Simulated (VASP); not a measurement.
A run of VASP 6.6.1 is set up as follows.

Contents of POSCAR:

```
Au
1.0
   -1.7401324500      1.7401324500      1.7401324500
    1.7401324500     -1.7401324500      1.7401324500
    1.7401324500      1.7401324500     -1.7401324500
Au
1
Direct
    0.0000000000      0.0000000000      0.0000000000
```

The input INCAR.step1:

```
SYSTEM = Au
  PREC = Accurate
  ENCUT = 520
  ISMEAR = 0
  SIGMA = 0.15
  LREAL = .FALSE.
  LASPH = .TRUE.
  NELM = 100
  NBANDS = 12
  GGA = PE
  ALGO = Normal
  EDIFF = 1E-4
  LWAVE = .TRUE.
  LCHARG = .FALSE.
```

INCAR.step2

```
SYSTEM = Au
  PREC = Accurate
  ENCUT = 520
  EDIFF = 1E-6
  ISMEAR = 0
  SIGMA = 0.15
  LREAL = .FALSE.
  LASPH = .TRUE.
  NELM = 100
  ALGO = Normal
  ISIF = 2
  LWAVE = .FALSE.
  LCHARG = .FALSE.
  METAGGA = R2SCAN
  LMIXTAU = .TRUE.
  NBANDS = 12
  ISTART = 1
```

File KPOINTS:

```
Automatic mesh
0
G
  20 20 20
  0 0 0
```

Potentials or basis: VASP PAW PBE potentials, release 64 (Au).

The run is started by

```sh
$ cat potpaw_PBE.64/Au/POTCAR > POTCAR
$ cp INCAR.step1 INCAR
$ mpirun -np 1 vasp_std > vasp.out
$ cp INCAR.step2 INCAR
$ mpirun -np 1 vasp_std > vasp.out
```

(1) Estimate the pressure.

Answers

(1) -15.8 GPa.

Caveat: the cell differs from its parent crystal (strain +0.050 along x and y, +0.050 along z); the PAW data sets were made with another functional, which shifts forces and pressure a little.
